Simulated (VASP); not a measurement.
# Si (P1) in VASP: single point with r2SCAN

Aim: the single point of Si with r2SCAN.

Program: VASP 6.6.1. These are calculated values, not measurements. Logs are shortened: lines on timing, memory, paths and dates and some standing lists are left out, and cuts for length are marked.

### Step 1. The cell of the first run

The typed cell holds 8 atoms: a = 5.757 Å, b = 5.757 Å, c = 5.757 Å, α = 109.47°, β = 109.47°, γ = 109.47°.

### Step 2. Single point, r2SCAN (atoms displaced along a vibrational mode)

Input file POSCAR:

```
Si
1.0
   -3.3236145463      3.3236145463      3.3236145463
    3.3236145463     -3.3236145463      3.3236145463
    3.3236145463      3.3236145463     -3.3236145463
Si
8
Direct
    0.2052909756      0.1956633538      0.2110272735
    0.4995651735      0.0152560833      0.3019490094
    0.3047714727      0.5000000000      0.0061711244
   -0.0096276218      0.2890805629      0.4808525928
    0.8024916722      0.7928640504      0.8082279701
    0.4995651735      0.0152560833      0.7047483128
    0.7075707761      0.5000000000      0.0061711244
   -0.0096276218      0.6918798663      0.4808525928
```

Input file INCAR.step1:

```
SYSTEM = Si
PREC = Accurate
ENCUT = 520
ISMEAR = 0
SIGMA = 0.15
LREAL = .False.
LASPH = .True.
NELM = 60
NBANDS = 26
GGA = PE
ALGO = Normal
EDIFF = 1E-4
LWAVE = .True.
LCHARG = .False.
KPAR = 4
```

Input file INCAR.step2:

```
SYSTEM = Si
PREC = Accurate
ENCUT = 520
EDIFF = 1E-6
ISMEAR = 0
SIGMA = 0.15
LREAL = .False.
LASPH = .True.
NELM = 60
ALGO = Normal
ISIF = 2
LWAVE = .False.
LCHARG = .False.
METAGGA = R2SCAN
LMIXTAU = .True.
NBANDS = 26
ISTART = 1
KPAR = 4
```

Input file KPOINTS:

```
Automatic mesh
0
Gamma
  8 8 8
  0 0 0
```

Potentials or basis: VASP PAW PBE potentials, release 64 (Si).

Command:

```
$ cat potpaw_PBE.64/Si/POTCAR > POTCAR
$ cp INCAR.step1 INCAR
$ mpirun -np 4 vasp_std > vasp.out
$ cp INCAR.step2 INCAR
$ mpirun -np 4 vasp_std > vasp.out
```

OUTCAR:

```text
SYSTEM = Si
   PREC = Accurate
   ENCUT = 520
   EDIFF = 1E-6
   ISMEAR = 0
   LREAL = .False.
   LASPH = .True.
   NELM = 60
   ISIF = 2
   METAGGA = R2SCAN
   ISTART = 1

 ion  position               nearest neighbor table
   1  0.205  0.196  0.211-   2 2.27   5 2.32   4 2.32   3 2.44
   2  0.500  0.015  0.302-   1 2.27   6 2.32   4 2.35   3 2.47
   3  0.305  0.500  0.006-   7 2.32   1 2.44   2 2.47   4 2.52
   4  0.990  0.289  0.481-   8 2.32   1 2.32   2 2.35   3 2.52
   5  0.802  0.793  0.808-   1 2.32   7 2.35   8 2.47   6 2.52
   6  0.500  0.015  0.705-   2 2.32   7 2.32   8 2.44   5 2.52
   7  0.708  0.500  0.006-   8 2.27   3 2.32   6 2.32   5 2.35
   8  0.990  0.692  0.481-   7 2.27   4 2.32   6 2.44   5 2.47

  LATTYP: Found a body centered cubic cell.
 ALAT       =     6.6472290926

  Lattice vectors:

 A1 = (  -3.3236145463,   3.3236145463,   3.3236145463)
 A2 = (   3.3236145463,  -3.3236145463,   3.3236145463)
 A3 = (   3.3236145463,   3.3236145463,  -3.3236145463)

Analysis of symmetry for initial positions (statically):
=====================================================================
 Subroutine PRICEL returns:
 Original cell was already a primitive cell.

 Routine SETGRP: Setting up the symmetry group for a
 body centered cubic supercell.

 Subroutine GETGRP returns: Found  1 space group operations
 (whereof  1 operations were pure point group operations)
 out of a pool of 48 trial point group operations.

The static configuration has the point symmetry C_1 .

Analysis of symmetry for dynamics (positions and initial velocities):
=====================================================================
 Subroutine PRICEL returns:
 Original cell was already a primitive cell.

 Routine SETGRP: Setting up the symmetry group for a
 body centered cubic supercell.

 Subroutine GETGRP returns: Found  1 space group operations
 (whereof  1 operations were pure point group operations)
 out of a pool of 48 trial point group operations.

The dynamic configuration has the point symmetry C_1 .

 Subroutine INISYM returns: Found  1 space group operations
 (whereof  1 operations are pure point group operations),
 and found     1 'primitive' translations

----------------------------------------------------------------------------------------

                                     Primitive cell

  volume of cell :     146.8561

  direct lattice vectors                    reciprocal lattice vectors
    -3.323614546  3.323614546  3.323614546     0.000000000  0.150438624  0.150438624
     3.323614546 -3.323614546  3.323614546     0.150438624  0.000000000  0.150438624
     3.323614546  3.323614546 -3.323614546     0.150438624  0.150438624  0.000000000

  length of vectors
     5.756669259  5.756669259  5.756669259     0.212752343  0.212752343  0.212752343

  position of ions in fractional coordinates (direct lattice)
     0.205290976  0.195663354  0.211027274
     0.499565174  0.015256083  0.301949009
     0.304771473  0.500000000  0.006171124
     0.990372378  0.289080563  0.480852593
     0.802491672  0.792864050  0.808227970
     0.499565174  0.015256083  0.704748313
     0.707570776  0.500000000  0.006171124
     0.990372378  0.691879866  0.480852593

  ion indices of the primitive-cell ions
   primitive index   ion index
                 1           1
                 2           2
                 3           3
                 4           4
                 5           5
                 6           6
                 7           7
                 8           8

----------------------------------------------------------------------------------------

 KPOINTS: Automatic mesh

Automatic generation of k-mesh.
 Grid dimensions read from file:
 generate k-points for:    8    8    8

 Generating k-lattice:

  Cartesian coordinates                     Fractional coordinates (reciprocal lattice)
     0.000000000  0.018804828  0.018804828     0.125000000  0.000000000  0.000000000
     0.018804828  0.000000000  0.018804828     0.000000000  0.125000000  0.000000000
     0.018804828  0.018804828  0.000000000     0.000000000  0.000000000  0.125000000

  Length of vectors
     0.026594043  0.026594043  0.026594043

  Shift w.r.t. Gamma in fractional coordinates (k-lattice)
     0.000000000  0.000000000  0.000000000

 Subroutine IBZKPT returns following result:
 ===========================================

 Found    260 irreducible k-points:

 Following reciprocal coordinates:
            Coordinates               Weight
  0.000000  0.000000  0.000000      1.000000
  0.125000  0.000000  0.000000      2.000000
  0.000000  0.125000  0.000000      2.000000
  0.000000  0.000000  0.125000      2.000000
  0.125000  0.000000 -0.125000      2.000000
  0.125000 -0.125000  0.000000      2.000000
[... 16 lines left out ...]
  0.500000  0.000000  0.500000      1.000000
  0.500000  0.500000  0.000000      1.000000
 [... further k-points ...]
   k-points           NKPTS =    260   k-points in BZ     NKDIM =    260   number of bands    NBANDS=     26
   number of dos      NEDOS =    301   number of ions     NIONS =      8
   total plane-waves  NPLWV = 110592
   dimension x,y,z NGX =    48 NGY =   48 NGZ =   48
   dimension x,y,z NGXF=    96 NGYF=   96 NGZF=   96
   ions per type =               8
   NGX,Y,Z   is equivalent  to a cutoff of  13.86, 13.86, 13.86 a.u.
   NGXF,Y,Z  is equivalent  to a cutoff of  27.72, 27.72, 27.72 a.u.
 SYSTEM =  Si
   PREC   = accura    normal or accurate (medium, high low for compatibility)
   ISTART =      1    job   : 0-new  1-cont  2-samecut
   ICHARG =      0    charge: 1-file 2-atom 10-const
   ISPIN  =      1    spin polarized calculation?
   LNONCOLLINEAR =      F non collinear calculations
   LSORBIT =      F    spin-orbit coupling
   LASPH  =      T    aspherical Exc in radial PAW
   ENCUT  =  520.0 eV  38.22 Ry    6.18 a.u.  10.70 10.70 10.70*2*pi/ulx,y,z
   NELM   =     60;   NELMIN=  2; NELMDL=  0     # of ELM steps
   EDIFF  = 0.1E-05   stopping-criterion for ELM
   LREAL  =      F    real-space projection
   EDIFFG = 0.1E-04   stopping-criterion for IOM
   NSW    =      0    number of steps for IOM
   IBRION =     -1    ionic relax: 0-MD 1-quasi-New 2-CG
   NFREE  =      0    steps in history (QN), initial steepest desc. (CG)
   ISIF   =      2    stress and relaxation
   ISYM   =      2    0-nonsym 1-usesym 2-fastsym
   POTIM  = 0.5000    time-step for ionic-motion
   TEBEG  =    0.0;   TEEND  =   0.0 temperature during run
   PSTRESS=    0.0 pullay stress
   NELECT =      32.0000    total number of electrons
   NUPDOWN=      -1.0000    fix difference up-down
   EMIN   =  10.00;   EMAX   =-10.00  energy-range for DOS
   EFERMI =   0.00;   METHOD = LEGACY
   ISMEAR =     0;   SIGMA  =   0.15  broadening in eV -4-tet -1-fermi 0-gaus
   EFERMI_NEDOS =   21; number of points for ismear=-14 and -15
   IALGO  =     38    algorithm
   IMIX   =      4    mixing-type and parameters
     AMIX     =   0.40;   BMIX     =  1.00
     AMIX_MAG =   1.60;   BMIX_MAG =  1.00
  volume/ion in A,a.u.               =      18.36       123.88
  Fermi-wavevector in a.u.,A,eV,Ry     =   0.985131  1.861628 13.204236  0.970484
  Thomas-Fermi vector in A             =   2.116416
   LORBIT       =      0    0 simple, 1 ext, 2 COOP (PROOUT), +10 PAW based schemes
   METAGGA = R2SCAN    functional components
   LHFCALC =     F    Hartree Fock is set to
   AEXX    =    0.0000 exact exchange contribution
   IVDW    =     0    specifies the selected vdW correction
   LEPSILON=     F    determine dielectric tensor
   LRPA    =     F    only Hartree local field effects (RPA)
 non-spin polarized calculation
 Gauss-broadening in eV      SIGMA  =   0.15
  energy-cutoff  :      520.00
  volume of cell :      146.86
 maximum number of plane-waves:      4012
 NGX is ok and might be reduce to    48
   NGX = 21   NGY = 21   NGZ = 21

 number of electron      32.0000000 magnetization

 Free energy of the ion-electron system (eV)
  ---------------------------------------------------
  ext. energy  EPLUGINS =         0.00000000
  ---------------------------------------------------
  free energy    TOTEN  =       -68.32620421 eV

  energy without entropy =      -68.32339412  energy(sigma->0) =      -68.32479917

 E-fermi :   7.0847     XC(G=0): -10.3722

 val. band max:        6.9459317629   @ k =   0.3750   0.5000   0.5000
 cond. band min:       7.1051784207   @ k =   0.5000   0.5000   0.5000
 fundamental gap:      0.1592466577
 Fermi energy:         7.0847042825

 k-point     1 :       0.0000    0.0000    0.0000
  band No.  band energies     occupation
      1      -6.2943      2.00000
      2      -1.9474      2.00000
      3      -1.4074      2.00000
      4      -1.3769      2.00000
      5      -1.1563      2.00000
      6       0.2658      2.00000
[... 18 lines left out ...]
     25      12.8017      0.00000
     26      13.2491      0.00000

 k-point     2 :       0.1250    0.0000    0.0000
  band No.  band energies     occupation
      1      -6.1949      2.00000
      2      -2.2211      2.00000
      3      -1.7799      2.00000
      4      -1.5819      2.00000
      5      -1.0425      2.00000
      6       0.1574      2.00000
[... 18 lines left out ...]
     25      12.7644      0.00000
     26      12.8743      0.00000

 k-point     3 :       0.0000    0.1250    0.0000
  band No.  band energies     occupation
      1      -6.1952      2.00000
      2      -2.2586      2.00000
      3      -1.7325      2.00000
      4      -1.5256      2.00000
      5      -1.0995      2.00000
      6       0.1252      2.00000
[... 572 lines left out ...]
 k-point    23 :       0.5000    0.0000    0.5000
  band No.  band energies     occupation
      1      -4.8623      2.00000
      2      -4.6070      2.00000
      3      -2.5371      2.00000
      4      -2.2324      2.00000
      5      -0.7108      2.00000
      6      -0.5511      2.00000
[... 18 lines left out ...]
     25      11.8798      0.00000
     26      12.0931      0.00000

 k-point    24 :       0.5000    0.5000    0.0000
  band No.  band energies     occupation
      1      -4.9339      2.00000
      2      -4.5058      2.00000
      3      -2.6533      2.00000
      4      -2.1480      2.00000
      5      -0.7529      2.00000
      6      -0.4740      2.00000
[... 18 lines left out ...]
     25      11.8013      0.00000
     26      12.1445      0.00000

 [... further k-points ...]
[... 5 lines left out ...]
  --------------------------------------------------------------------------------------
  -------------------------------------------------------------------------------------
  Total        0.6500408      0.9719643      0.1551801     -0.0228765      0.0771311     -0.0457328
  in kB        7.0918452     10.6039813      1.6929908     -0.2495790      0.8414880     -0.4989374
  external PRESSURE =       6.4629391 kB  Pullay stress =       0.0000000 kB

 VOLUME and BASIS-vectors are now :
 -----------------------------------------------------------------------------
  energy-cutoff  :      520.00
  volume of cell :      146.86
      direct lattice vectors                 reciprocal lattice vectors
    -3.323614546  3.323614546  3.323614546     0.000000000  0.150438624  0.150438624
     3.323614546 -3.323614546  3.323614546     0.150438624  0.000000000  0.150438624
     3.323614546  3.323614546 -3.323614546     0.150438624  0.150438624  0.000000000

 POSITION                                       TOTAL-FORCE (eV/Angst)
 -----------------------------------------------------------------------------------
      0.66937      0.73337      0.63124         0.083529     -1.180719      0.610525
     -0.60609      2.61322      0.70751        -1.087755      0.864940     -0.555547
      0.66937     -0.62835      2.65424         0.069853     -0.566765     -0.044091
     -0.73266      3.92899      2.65424         0.964613      0.864308     -0.022047
      2.65424      2.71824      2.61611        -0.055429     -0.933966      0.612072
      0.73266      3.95197     -0.63124        -0.997750      0.509018     -0.666442
     -0.66937      0.71040      3.99299        -0.097550     -0.808212      0.044912
      0.60609      2.59024      3.99299         1.120489      1.251396      0.020619
 -----------------------------------------------------------------------------------
    total drift:                               -0.000018     -0.000005     -0.000001

  FREE ENERGIE OF THE ION-ELECTRON SYSTEM (eV)
  ---------------------------------------------------
  free  energy   TOTEN  =       -68.3262042070 eV

  energy  without entropy=      -68.3233941247  energy(sigma->0) =      -68.32479917
```

Wall time 38 min (4 MPI ranks of Oxide Virtual Turin-like, shared host); peak memory 0.8 GiB.

Results:

* Free energy: -68.3262 eV
* Pressure: 0.6 GPa
* Largest force: 1.680 eV/Å
* Band gap on the k mesh: 0.03 eV

Forces in eV/Å, atoms in the order of the input:
```
Si   0.084 -1.181  0.611
Si  -1.088  0.865 -0.556
Si   0.070 -0.567 -0.044
Si   0.965  0.864 -0.022
Si  -0.055 -0.934  0.612
Si  -0.998  0.509 -0.666
Si  -0.098 -0.808  0.045
Si   1.120  1.251  0.021
```

Stress tensor (GPa, compression positive):
```
 0.71 -0.02 -0.05
-0.02  1.06  0.08
-0.05  0.08  0.17
```

Levels at points of the mesh, in eV from the valence-band top:
```tsv
k point	band 12	band 13	band 14	band 15	band 16	band 17	band 18	band 19	band 20	band 21
(0.00, 0.00, 0.00)	-4.29	-4.20	-1.64	-1.60	-1.06	1.74	1.77	1.77	3.76	3.81
(0.50, 0.00, 0.00)	-2.87	-2.48	-2.39	-1.47	-1.44	0.42	0.46	2.06	2.12	2.37
(0.00, 0.50, 0.00)	-2.76	-2.47	-2.34	-1.51	-1.50	0.40	0.48	2.07	2.21	2.29
(0.00, 0.00, 0.50)	-2.65	-2.50	-2.30	-1.55	-1.50	0.41	0.53	1.97	2.15	2.29
(0.50, 0.00, 0.50)	-2.80	-2.47	-2.33	-1.50	-1.47	0.39	0.47	2.05	2.18	2.35
(0.50, 0.50, 0.00)	-2.66	-2.51	-2.29	-1.54	-1.48	0.41	0.52	1.96	2.14	2.32
(0.00, 0.50, 0.50)	-2.80	-2.48	-2.40	-1.50	-1.47	0.43	0.48	2.11	2.18	2.28
(0.50, 0.50, 0.50)	-2.81	-2.77	-0.57	-0.04	0.00	0.03	2.76	2.86	2.96	3.02
```

Caveat: the cell differs from its parent crystal (atoms displaced along a vibrational mode); the smearing spreads over this small gap; semilocal functionals underestimate gaps, and a narrow one can read as zero; the PAW data sets were made with another functional, which shifts forces and pressure a little. A k mesh can miss the band edges.

The gap in the log of VASP goes by the Fermi energy; the results here count the filled bands.